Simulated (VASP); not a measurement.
# Ge4MoW (P4/mmm) in VASP: a series of runs

Ge4MoW is run at these levels: PBE; tasks: single point.

Program: VASP 6.6.1. These are calculated values, not measurements. Logs are shortened: lines on timing, memory, paths and dates and some standing lists are left out, and cuts for length are marked.

## Step 1: The cell of the first run

The structure is tetragonal, space group P4/mmm (No. 123). Conventional cell: a = 3.340 Å, b = 3.340 Å, c = 8.288 Å, α = 90.00°, β = 90.00°, γ = 90.00°. Ge (site symmetry 4mm) has 9 Ge at 2.70 to 3.34 Å and 4 W at 2.72 Å and 1 Mo at 2.80 Å within 3.6 Å. Ge (site symmetry 4mm) has 9 Ge at 2.68 to 3.34 Å and 4 Mo at 2.71 Å and 1 W at 2.81 Å within 3.5 Å. Mo (site symmetry 4/mmm) has 10 Ge at 2.71 to 2.80 Å and 4 Mo at 3.34 Å within 3.6 Å. Within 3.6 Å of W (site symmetry 4/mmm) lie 10 Ge at 2.72 to 2.81 Å and 4 W at 3.34 Å.

## Step 2: Single point, PBE

Input file INCAR:

```
SYSTEM = Ge4MoW
PREC = Accurate ; ENCUT = 520
EDIFF = 1E-6 ; ISMEAR = 0
SIGMA = 0.1 ; LREAL = .False.
LASPH = .True. ; NELM = 100
ALGO = Normal ; ISIF = 2
LWAVE = .False. ; LCHARG = .False.
GGA = PE ; NBANDS = 51
```

Input file KPOINTS:

```
regular mesh
0
Gamma
  6 6 2
  0 0 0
```

Input file POSCAR:

```
Ge4MoW
1.0
    3.3397563000      0.0000000000      0.0000000000
    0.0000000000      3.3397563000      0.0000000000
    0.0000000000      0.0000000000      8.2881637000
Ge Mo W
4 1 1
Direct
    0.0000000000      0.0000000000      0.6627370000
    0.5000000000      0.5000000000      0.1614470000
    0.0000000000      0.0000000000      0.3372630000
    0.5000000000      0.5000000000      0.8385530000
    0.0000000000      0.0000000000      0.0000000000
    0.5000000000      0.5000000000      0.5000000000
```

Potentials or basis: VASP PAW PBE potentials, release 64 (Ge_d, Mo_sv, W_sv).

Command:

```
$ cat potpaw_PBE.64/Ge_d/POTCAR potpaw_PBE.64/Mo_sv/POTCAR potpaw_PBE.64/W_sv/POTCAR > POTCAR
$ mpirun -np 1 vasp_std > vasp.out
```

OUTCAR:

```text
SYSTEM = Ge4MoW
   PREC = Accurate
   ENCUT = 520
   EDIFF = 1E-6
   ISMEAR = 0
   LREAL = .False.
   LASPH = .True.
   NELM = 100
   ISIF = 2
   GGA = PE

 ion  position               nearest neighbor table
   1  0.000  0.000  0.663-   3 2.70   6 2.72   6 2.72   6 2.72   6 2.72   4 2.77   4 2.77   4 2.77
                             4 2.77   5 2.80
   2  0.500  0.500  0.161-   4 2.68   5 2.71   5 2.71   5 2.71   5 2.71   3 2.77   3 2.77   3 2.77
                             3 2.77   6 2.81
   3  0.000  0.000  0.337-   1 2.70   6 2.72   6 2.72   6 2.72   6 2.72   2 2.77   2 2.77   2 2.77
                             2 2.77   5 2.80
   4  0.500  0.500  0.839-   2 2.68   5 2.71   5 2.71   5 2.71   5 2.71   1 2.77   1 2.77   1 2.77
                             1 2.77   6 2.81
   5  0.000  0.000  0.000-   2 2.71   4 2.71   2 2.71   4 2.71   2 2.71   4 2.71   2 2.71   4 2.71
                             3 2.80   1 2.80
   6  0.500  0.500  0.500-   1 2.72   3 2.72   1 2.72   3 2.72   1 2.72   3 2.72   1 2.72   3 2.72
                             2 2.81   4 2.81

  LATTYP: Found a simple tetragonal cell.
 ALAT       =     3.3397563000
 C/A-ratio  =     2.4816672103

  Lattice vectors:

 A1 = (   3.3397563000,   0.0000000000,   0.0000000000)
 A2 = (   0.0000000000,   3.3397563000,   0.0000000000)
 A3 = (   0.0000000000,   0.0000000000,   8.2881637000)

Analysis of symmetry for initial positions (statically):
=====================================================================
 Subroutine PRICEL returns:
 Original cell was already a primitive cell.

 Routine SETGRP: Setting up the symmetry group for a
 simple tetragonal supercell.

 Subroutine GETGRP returns: Found 16 space group operations
 (whereof 16 operations were pure point group operations)
 out of a pool of 16 trial point group operations.

The static configuration has the point symmetry D_4h.

Analysis of symmetry for dynamics (positions and initial velocities):
=====================================================================
 Subroutine PRICEL returns:
 Original cell was already a primitive cell.

 Routine SETGRP: Setting up the symmetry group for a
 simple tetragonal supercell.

 Subroutine GETGRP returns: Found 16 space group operations
 (whereof 16 operations were pure point group operations)
 out of a pool of 16 trial point group operations.

The dynamic configuration has the point symmetry D_4h.

 Subroutine INISYM returns: Found 16 space group operations
 (whereof 16 operations are pure point group operations),
[... 102 lines left out ...]
   NSW    =      0    number of steps for IOM
   IBRION =     -1    ionic relax: 0-MD 1-quasi-New 2-CG
   NFREE  =      0    steps in history (QN), initial steepest desc. (CG)
   ISIF   =      2    stress and relaxation
   ISYM   =      2    0-nonsym 1-usesym 2-fastsym
   POTIM  = 0.5000    time-step for ionic-motion
   TEBEG  =    0.0;   TEEND  =   0.0 temperature during run
   PSTRESS=    0.0 pullay stress
   NELECT =      84.0000    total number of electrons
   NUPDOWN=      -1.0000    fix difference up-down
   EMIN   =  10.00;   EMAX   =-10.00  energy-range for DOS
   EFERMI =   0.00;   METHOD = LEGACY
   ISMEAR =     0;   SIGMA  =   0.10  broadening in eV -4-tet -1-fermi 0-gaus
   EFERMI_NEDOS =   21; number of points for ismear=-14 and -15
   IALGO  =     38    algorithm
   IMIX   =      4    mixing-type and parameters
     AMIX     =   0.40;   BMIX     =  1.00
     AMIX_MAG =   1.60;   BMIX_MAG =  1.00
  volume/ion in A,a.u.               =      15.41       103.98
  Fermi-wavevector in a.u.,A,eV,Ry     =   1.585643  2.996430 34.208617  2.514262
  Thomas-Fermi vector in A             =   2.685076
   LORBIT       =      0    0 simple, 1 ext, 2 COOP (PROOUT), +10 PAW based schemes
   GGA     = PE    functional components
   LHFCALC =     F    Hartree Fock is set to
   AEXX    =    0.0000 exact exchange contribution
   IVDW    =     0    specifies the selected vdW correction
   LEPSILON=     F    determine dielectric tensor
   LRPA    =     F    only Hartree local field effects (RPA)
 non-spin polarized calculation
 Gauss-broadening in eV      SIGMA  =   0.10
  energy-cutoff  :      520.00
  volume of cell :       92.45
 maximum number of plane-waves:      2520
 NGX is ok and might be reduce to    28
   NGX = 13   NGY = 13   NGZ = 31

 number of electron      83.9999974 magnetization

 Free energy of the ion-electron system (eV)
  ---------------------------------------------------
  ext. energy  EPLUGINS =         0.00000000
  ---------------------------------------------------
  free energy    TOTEN  =       -42.15110325 eV

  energy without entropy =      -42.13744276  energy(sigma->0) =      -42.14427301

 E-fermi :   9.9790     XC(G=0): -12.7895

 val. band max:        9.9585938678   @ k =   0.1667   0.0000   0.0000
 cond. band min:      10.0454613023   @ k =   0.3333   0.0000   0.0000
 fundamental gap:      0.0868674345
 Fermi energy:         9.9789604086

 k-point     1 :       0.0000    0.0000    0.0000
  band No.  band energies     occupation
      1     -64.0494      2.00000
      2     -50.8151      2.00000
      3     -28.2609      2.00000
      4     -28.2399      2.00000
      5     -28.2399      2.00000
      6     -24.9159      2.00000
[... 1069 lines left out ...]
     50      14.1371      0.00000
     51      14.4530      0.00000

------------------------ aborting loop because EDIFF is reached ----------------------------------------

  FORCE on cell =-STRESS in cart. coord.  units (eV):
  Direction    XX          YY          ZZ          XY          YZ          ZX
  --------------------------------------------------------------------------------------
  -------------------------------------------------------------------------------------
  Total        0.0240738      0.0240738      0.6785192      0.0000000      0.0000000      0.0000000
  in kB        0.4172216      0.4172216     11.7593919      0.0000000      0.0000000      0.0000000
  external PRESSURE =       4.1979450 kB  Pullay stress =       0.0000000 kB

 VOLUME and BASIS-vectors are now :
 -----------------------------------------------------------------------------
  energy-cutoff  :      520.00
  volume of cell :       92.45
      direct lattice vectors                 reciprocal lattice vectors
     3.339756300  0.000000000  0.000000000     0.299423045  0.000000000  0.000000000
     0.000000000  3.339756300  0.000000000     0.000000000  0.299423045  0.000000000
     0.000000000  0.000000000  8.288163700     0.000000000  0.000000000  0.120653988

 POSITION                                       TOTAL-FORCE (eV/Angst)
 -----------------------------------------------------------------------------------
      0.00000      0.00000      5.49287         0.000000     -0.000000      0.056291
      1.66988      1.66988      1.33810         0.000000      0.000000      0.000404
      0.00000      0.00000      2.79529         0.000000     -0.000000     -0.056291
      1.66988      1.66988      6.95006         0.000000     -0.000000     -0.000404
      0.00000      0.00000      0.00000         0.000000     -0.000000      0.000000
      1.66988      1.66988      4.14408         0.000000     -0.000000      0.000000
 -----------------------------------------------------------------------------------
    total drift:                                0.000000      0.000000      0.000000

  FREE ENERGIE OF THE ION-ELECTRON SYSTEM (eV)
  ---------------------------------------------------
  free  energy   TOTEN  =       -42.1511032465 eV

  energy  without entropy=      -42.1374427646  energy(sigma->0) =      -42.14427301
```

OSZICAR:

```text
N       E                     dE             d eps       ncg     rms          rms(c)
DAV:   1     0.102858890682E+04    0.10286E+04   -0.39391E+04  2632   0.443E+03
DAV:   2     0.136204776966E+03   -0.89238E+03   -0.86594E+03  2128   0.999E+02
DAV:   3    -0.305203343421E+02   -0.16673E+03   -0.16171E+03  2117   0.259E+02
DAV:   4    -0.434801288074E+02   -0.12960E+02   -0.12631E+02  2525   0.723E+01
DAV:   5    -0.438453314523E+02   -0.36520E+00   -0.36306E+00  2533   0.132E+01    0.239E+01
DAV:   6    -0.424261933393E+02    0.14191E+01   -0.77647E+00  2854   0.135E+01    0.633E+00
DAV:   7    -0.422426762587E+02    0.18352E+00   -0.14406E+00  2621   0.849E+00    0.480E+00
DAV:   8    -0.422279567559E+02    0.14720E-01   -0.73176E-01  3004   0.417E+00    0.190E+00
DAV:   9    -0.421519800308E+02    0.75977E-01   -0.26230E-01  2793   0.368E+00    0.458E-01
DAV:  10    -0.421512625953E+02    0.71744E-03   -0.19166E-02  2605   0.200E+00    0.405E-01
DAV:  11    -0.421510910608E+02    0.17153E-03   -0.25749E-03  2311   0.501E-01    0.197E-01
DAV:  12    -0.421511064730E+02   -0.15412E-04   -0.55788E-04  2407   0.233E-01    0.351E-02
DAV:  13    -0.421511024047E+02    0.40683E-05   -0.66270E-05  2629   0.289E-01    0.129E-02
DAV:  14    -0.421511031145E+02   -0.70974E-06   -0.10921E-05  2490   0.349E-02    0.411E-03
DAV:  15    -0.421511032465E+02   -0.13207E-06   -0.19482E-06  1618   0.474E-02
   1 F= -.42151103E+02 E0= -.42144273E+02  d E =-.136605E-01
```

Wall time 2.9 min (1 thread of Intel Xeon 8259CL, shared host); peak memory 0.26 GiB.

What came out:

| Property | Result |
| --- | --- |
| Free energy | -42.1511 eV |
| Pressure | 0.4 GPa |
| Largest force | 0.056 eV/Å |
| Band gap on the k mesh | zero (bands 42 and 43 overlap by 0.85 eV) |

Forces on the atoms (eV/Å):
```
Ge   0.000  0.000  0.056
Ge   0.000  0.000  0.000
Ge   0.000  0.000 -0.056
Ge   0.000  0.000  0.000
Mo   0.000  0.000  0.000
W    0.000  0.000  0.000
```

Stress tensor (GPa, compression positive):
```
0.04 0.00 0.00
0.00 0.04 0.00
0.00 0.00 1.18
```

Caveat: the k points lie up to 0.38 Å⁻¹ apart, too coarse for converged energies and pressures of a metal; spin-orbit coupling is left out, which moves the levels of the heavy elements.

## Step 3: Single point, PBE (13.56 Å³/atom)

This run uses another cell than the first one, of 13.56 Å³/atom.

INCAR: that of step 2 with these lines changed.

```diff
@@ -2,3 +2,3 @@
 PREC = Accurate ; ENCUT = 520
-EDIFF = 1E-6 ; ISMEAR = 0
+EDIFF = 1E-7 ; ISMEAR = 0
 SIGMA = 0.1 ; LREAL = .False.
```

Input file KPOINTS:

```
Automatic mesh
0
Gamma
  12 12 6
  0 0 0
```

Input file POSCAR:

```
Ge4MoW
1.0
    3.1982843321      0.0000000000      0.0000000000
    0.0000000000      3.1982843321      0.0000000000
    0.0000000000      0.0000000000      7.9530993352
Ge Mo W
4 1 1
Direct
    0.0000000000      0.0000000000      0.6652535745
    0.5000000000      0.5000000000      0.1633267437
    0.0000000000      0.0000000000      0.3347464255
    0.5000000000      0.5000000000      0.8366732563
    0.0000000000      0.0000000000      0.0000000000
    0.5000000000      0.5000000000      0.5000000000
```

Potentials or basis: VASP PAW PBE potentials, release 64 (Ge_d, Mo_sv, W_sv).

Command:

```
$ cat potpaw_PBE.64/Ge_d/POTCAR potpaw_PBE.64/Mo_sv/POTCAR potpaw_PBE.64/W_sv/POTCAR > POTCAR
$ mpirun -np 1 vasp_std > vasp.out
```

Run time: 13 min. Hardware: 1 thread of Intel Xeon 8259CL, shared host; peak memory 0.48 GiB.

It converged, with:

- Free energy: -41.2311 eV
- Pressure: 29.4 GPa
- Largest force: 0.005 eV/Å
- Band gap on the k mesh: zero (bands 42 and 43 overlap by 1.17 eV)

Forces in eV/Å, atoms in the order of the input:
```
Ge   0.000  0.000  0.005
Ge   0.000  0.000  0.003
Ge   0.000  0.000 -0.005
Ge   0.000  0.000 -0.003
Mo   0.000  0.000  0.000
W    0.000  0.000  0.000
```

Stress tensor (GPa, compression positive):
```
29.33  0.00  0.00
 0.00 29.33  0.00
 0.00  0.00 29.45
```

Levels at points of the mesh, in eV from the Fermi level:
```tsv
k point	band 39	band 40	band 41	band 42	band 43	band 44	band 45	band 46
(0.00, 0.00, 0.00)	-0.66	-0.66	-0.60	-0.60	0.44	0.91	3.01	3.67
(0.50, 0.00, 0.00)	-2.57	-2.57	-0.47	-0.22	1.87	2.50	2.91	3.25
(0.50, 0.50, 0.00)	-3.26	-3.26	-1.26	-1.26	2.14	2.49	2.94	2.96
(0.00, 0.00, 0.50)	-2.24	-2.24	0.44	0.91	0.93	1.13	1.67	1.67
(0.50, 0.00, 0.50)	-2.62	-2.62	-0.27	-0.01	2.09	2.68	3.37	3.53
(0.50, 0.50, 0.50)	-2.31	-2.31	-2.14	-2.14	-0.26	-0.26	2.14	2.96
```

Caveat: the cell stands under pressure; spin-orbit coupling is left out, which moves the levels of the heavy elements.
